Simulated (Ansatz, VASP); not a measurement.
# Ge: VASP beside Ansatz

```
Ge
1.0
    -2.57449    2.57449    1.39741
     2.57449   -2.57449    1.39741
     2.57449    2.57449   -1.39741
Ge
2
Direct
  0.50000 0.50000 0.00000
  0.25000 0.75000 0.50000
```

Alike in both runs: functional PBE; k mesh 11 × 11 × 11; occupations fermi-dirac, width 0.05 eV; no spin polarisation.

|  | VASP | Ansatz |
| --- | --- | --- |
| version | VASP 6.6.1 | Ansatz 0.2.0 |
| potentials or method | VASP PAW PBE potentials, release 64 (Ge_d), cutoff 520 eV | all-electron LAPW, scalar-relativistic |
| task | single point | band structure |

```csv
,VASP,Ansatz,Ansatz less VASP
gap on the k mesh at the Fermi level (eV),none,none,-
pressure (GPa),3.1,3.2,+0.14
"traceless stress, the component that is largest in VASP (GPa)",-0.12,-0.13,-0.001
```

A gap of «none» marks a metal or a gap that the smearing closes. Ansatz ran all-electron here, and VASP with PAW potentials.
